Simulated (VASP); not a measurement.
Sn, 2 atoms in the cell. The structure is cubic, space group Fd-3m (No. 227). The conventional cell has a = 6.467 Å, b = 6.467 Å, c = 6.467 Å, α = 90.00°, β = 90.00°, γ = 90.00°. Within 3.7 Å of Sn (site symmetry -43m) lie 4 Sn at 2.80 Å. 

| Quantity | Value |
| --- | --- |
| Program | VASP 6.6.1 |
| Task | single point |
| Functional | LDA |
| Potentials or basis | VASP PAW LDA potentials, release 64 (Sn_d) |
| Cutoff | 500 eV |
| k mesh | 6 × 6 × 6 |
| Occupations | fermi-dirac, width 0.05 eV |
| Spin | no spin polarisation |
| Dipole correction | no |
| Further INCAR settings | ALGO = Normal; EDIFF = 1e-06; NBANDS = 21 |

Potentials or basis: VASP PAW LDA potentials, release 64 (Sn_d).

Run with:

```sh
$ cat potpaw_LDA.64/Sn_d/POTCAR > POTCAR
$ mpirun -np 1 vasp_std > vasp.out
```

Hardware: 1 thread of AMD EPYC 7R43 64-Core Processor (Zen 3) (shared host).

Problem. Estimate the wall time of this run.

Solution. Wall time 36 s on 1 thread of AMD EPYC 7R43 64-Core Processor (Zen 3), on a shared host, peak memory 0.12 GiB. Counts: scf iterations 11, k points 16.
